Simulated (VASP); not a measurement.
As: single point with LDA

Crystal: As.

```
As
1.0
    -1.64649    1.64649    1.64649
     1.64649   -1.64649    1.64649
     1.64649    1.64649   -1.64649
As
1
Direct
  0.00000 0.00000 0.00000
```

```yaml
Program: VASP 6.6.1
Task: single point
Functional: LDA
Potentials_or_basis: VASP PAW LDA potentials, release 64 (As)
Cutoff: 520 eV
k_mesh: 14 × 14 × 14
Occupations: fermi-dirac, width 0.136057 eV
Spin: no spin polarisation
Dipole_correction: no
Further_INCAR_settings: ALGO = Normal; EDIFF = 1e-06; NBANDS = 8
```

| Quantity | Value |
| --- | --- |
| Pressure | 0.4 GPa |

Levels at points of the mesh, in eV from the Fermi level:
| k point | band 1 | band 2 | band 3 | band 4 | band 5 | band 6 | band 7 | band 8 |
| --- | --- | --- | --- | --- | --- | --- | --- | --- |
| (0.00, 0.00, 0.00) | -15.61 | 6.39 | 6.39 | 6.39 | 13.46 | 13.46 | 13.46 | 15.83 |
| (0.50, 0.00, 0.00) | -10.45 | -6.89 | 2.12 | 4.64 | 8.06 | 8.67 | 18.69 | 20.13 |
| (0.50, 0.50, 0.50) | -6.37 | -2.34 | -2.34 | -2.34 | 3.61 | 3.61 | 24.80 | 24.80 |

Run time: 4.6 s on 1 thread of Intel(R) Xeon(R) Platinum 8488C (Sapphire Rapids) (shared host), peak memory 0.13 GiB.
